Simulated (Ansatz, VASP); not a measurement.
# Two plane-wave programs on Sr

The input INCAR:

```
SYSTEM = Sr
ALGO = Normal
EDIFF = 1E-6
ENCUT = 520
GGA = PE
ISIF = 2
ISMEAR = -1
LASPH = .TRUE.
LCHARG = .TRUE.
LELF = .TRUE.
LREAL = .FALSE.
LVHAR = .TRUE.
LWAVE = .FALSE.
NBANDS = 22
NELM = 100
PREC = Accurate
SIGMA = 0.1
```

KPOINTS

```
k-points
0
G
  5 5 7
  0 0 0
```

The input POSCAR:

```
Sr
1.0
    5.1976057658      0.0000000000      0.0000000000
   -2.5988028829      4.5012586320      0.0000000000
    0.0000000000      0.0000000000      3.0562463694
Sr
3
Direct
    0.0000000000      0.0000000000      0.0000000000
    0.3333333333      0.6666666667      0.5000000000
    0.6666666667      0.3333333333      0.5000000000
```

Input for Ansatz:

```yaml
crystal:
  lattice:
    - [5.1976057658, 0.0, 0.0]
    - [-2.5988028829, 4.501258632, 0.0]
    - [0.0, 0.0, 3.0562463694]
  atoms:
    - { symbol: Sr, position: [0.0, 0.0, 0.0] }
    - { symbol: Sr, position: [0.3333333333, 0.6666666667, 0.5] }
    - { symbol: Sr, position: [0.6666666667, 0.3333333333, 0.5] }
kpoints:
  mp_grid: { grid: [5, 5, 7] }
  band_path:
    path:
      - [0.0, 0.0, 0.0]
      - [0.5, 0.0, 0.0]
      - [0.3333333333, 0.3333333333, 0.0]
      - [0.0, 0.0, 0.0]
      - [0.0, 0.0, 0.5]
      - [0.5, 0.0, 0.5]
      - [0.3333333333, 0.3333333333, 0.5]
      - [0.0, 0.0, 0.5]
      - [0.5, 0.0, 0.5]
    npoints: 8
scf:
  occupations: { method: fermi_dirac, width: 0.1 }
hamiltonian:
  xc: pbe
  pseudopotentials: { kind: paw }
output:
  forces: true
  stress: true
  eigenvalues: true
  populations: true
  dos: { projected: true, de: 0.2, e_range: [-14, 8] }
  write_density: true
  write_potential: true
  elf: true
  volumetric_format: npy
```

Change from the starting cell: volume scaled by 0.43, PAW files.

Alike in both runs: task single point; functional PBE; k mesh 5 × 5 × 7; occupations fermi-dirac, width 0.1 eV; no spin polarisation.

|  | VASP | Ansatz |
| --- | --- | --- |
| version | VASP 6.6.1 | Ansatz 0.2.0 |
| potentials or method | VASP PAW PBE potentials, release 64 (Sr_sv) | PAW with Ansatz's default frozen-core files, scalar-relativistic |
| plane-wave cutoff (eV) | 520 | 420 |
| valence electrons in the cell | 30 | 30 |

```csv
,VASP,Ansatz,Ansatz less VASP
pressure (GPa),32.6,32.1,-0.47
"traceless stress, the component that is largest in VASP (GPa)",-0.34,-0.38,-0.035
```

Both programs put the cell under a high pressure, so it lies far from rest at this level. The functional is the same, so the differences come from potentials, cutoffs and numerics.
